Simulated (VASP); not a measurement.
Here is a VASP 6.6.1 calculation.

INCAR

```
ALGO = Normal
EDIFF = 1E-7
ENCUT = 520
GGA = PE
ISIF = 2
ISMEAR = 1
LASPH = True
LCHARG = False
LREAL = False
LWAVE = False
NBANDS = 17
NELM = 80
PREC = Accurate
SIGMA = 0.0771
```

Contents of KPOINTS:

```
k-points
0
Gamma
  12 12 12
```

The input POSCAR:

```
PbS
1.0
    0.0000000000      3.0042711419      3.0042711419
    3.0042711419      0.0000000000      3.0042711419
    3.0042711419      3.0042711419      0.0000000000
Pb S
1 1
Direct
    0.0000000000      0.0000000000      0.0000000000
    0.5000000000      0.5000000000      0.5000000000
```

Potentials or basis: VASP PAW PBE potentials, release 64 (Pb_d, S).

The run is started by

```console
$ cat potpaw_PBE.64/Pb_d/POTCAR potpaw_PBE.64/S/POTCAR > POTCAR
$ mpirun -np 1 vasp_std > vasp.out
```

(1) Estimate the band gap on the k mesh.

(2) What does it give for the pressure?

## Answers

(1) 0.50 eV.

(2) -0.1 GPa.

Caveat: spin-orbit coupling is left out, which moves the levels of the heavy elements.
